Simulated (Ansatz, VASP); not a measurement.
One calculation of Sr, two programs

File INCAR:

```
SYSTEM = Sr
PREC = Accurate ; ENCUT = 520
EDIFF = 1E-6 ; ISMEAR = -1
SIGMA = 0.08 ; LREAL = .False.
LASPH = .True. ; NELM = 60
ALGO = Normal ; ISIF = 2
LWAVE = .False. ; LCHARG = .True.
GGA = PE ; LELF = .True.
LVHAR = .True. ; NBANDS = 11
```

Contents of KPOINTS:

```
regular mesh
0
Gamma
  12 12 12
  0 0 0
```

POSCAR

```
Sr
1.0
    0.0000000000      2.4278243212      2.4278243212
    2.4278243212      0.0000000000      2.4278243212
    2.4278243212      2.4278243212      0.0000000000
Sr
1
Direct
    0.0000000000      0.0000000000      0.0000000000
```

Input for Ansatz:

```yaml
crystal:
  lattice:
    - [0.0, 2.4278243212, 2.4278243212]
    - [2.4278243212, 0.0, 2.4278243212]
    - [2.4278243212, 2.4278243212, 0.0]
  atoms:
    - { symbol: Sr, position: [0.0, 0.0, 0.0] }
kpoints:
  mp_grid: { grid: [12, 12, 12] }
scf:
  occupations: { method: fermi_dirac, width: 0.08 }
hamiltonian:
  xc: pbe
  pseudopotentials: { kind: all_electron, lapw: { basis_error: 0.001 } }
output:
  forces: true
  stress: true
  eigenvalues: true
  populations: true
```

Change from the starting cell: volume scaled by 0.52, LAPW.

Alike in both runs: task single point; functional PBE; k mesh 12 × 12 × 12; occupations fermi-dirac, width 0.08 eV; no spin polarisation.

|  | VASP | Ansatz |
| --- | --- | --- |
| version | VASP 6.6.1 | Ansatz 0.2.0 |
| potentials or method | VASP PAW PBE potentials, release 64 (Sr_sv), cutoff 520 eV | all-electron LAPW, scalar-relativistic |

Ansatz gave:

```
pressure (GPa) : 19.8
```

Problem. Estimate VASP's values.

Solution. Pressure (GPa): 20.0.

Ansatz ran all-electron here, and VASP with PAW potentials.
